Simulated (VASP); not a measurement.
Write the native input for VASP 6.6.1 that does the following.

* Task: single point
* Functional: PBE
* Potentials or basis: VASP PAW PBE potentials, release 64 (Nd_3, Si, I), 4f in core
* Cutoff: 500 eV
* k mesh: 12 × 12 × 4
* Occupations: gaussian, width 0.1 eV
* Spin: no spin polarisation
* Dipole correction: no
* Mended: yes
* Further INCAR settings: ALGO = Normal; EDIFF = 1e-06; NBANDS = 33

The structure of Nd3Si2I lies in POSCAR:

```
Nd3Si2I
1.0
    4.3114836616      0.0000000000      0.0000000000
   -2.1557418308      3.7338543790      0.0000000000
    0.0000000000      0.0000000000     11.2298464660
Nd Si I
3 2 1
Direct
    0.3333333333      0.6666666667      0.2088741200
    0.0000000000      0.0000000000      0.5000000000
    0.6666666667      0.3333333333      0.7911258800
    0.3333333333      0.6666666667      0.6579676222
    0.6666666667      0.3333333333      0.3420323778
    0.0000000000      0.0000000000      0.0000000000
```

These files were run (other wordings do the same):

INCAR

```
PREC = Accurate
ENCUT = 500
EDIFF = 1E-6
ISMEAR = 0
SIGMA = 0.1
LREAL = F
LASPH = T
NELM = 200
ALGO = Normal
ISIF = 2
LWAVE = F
LCHARG = F
GGA = PE
NBANDS = 33
GGA_COMPAT = F
LMAXMIX = 6
```

KPOINTS

```
regular mesh
0
Gamma
  12 12 4
```

Potentials or basis: VASP PAW PBE potentials, release 64 (Nd_3, Si, I), 4f in core.

Run with:

```console
$ cat potpaw_PBE.64/Nd_3/POTCAR potpaw_PBE.64/Si/POTCAR potpaw_PBE.64/I/POTCAR > POTCAR
$ mpirun -np 1 vasp_std > vasp.out
```

It gave:

* Pressure: 0.2 GPa
* Largest force: 0.006 eV/Å
* Band gap on the k mesh: zero (bands 24 and 25 overlap by 0.21 eV)

Caveat: spin-orbit coupling is left out, which moves the levels of the heavy elements; the 4f electrons are frozen in the core, so they carry no moment and show no levels; the run has no spin polarisation, though such a crystal can be magnetic.

It took 2.9 min on 1 thread of Intel(R) Xeon(R) 6975P-C (Granite Rapids) (shared host), peak memory 0.51 GiB.
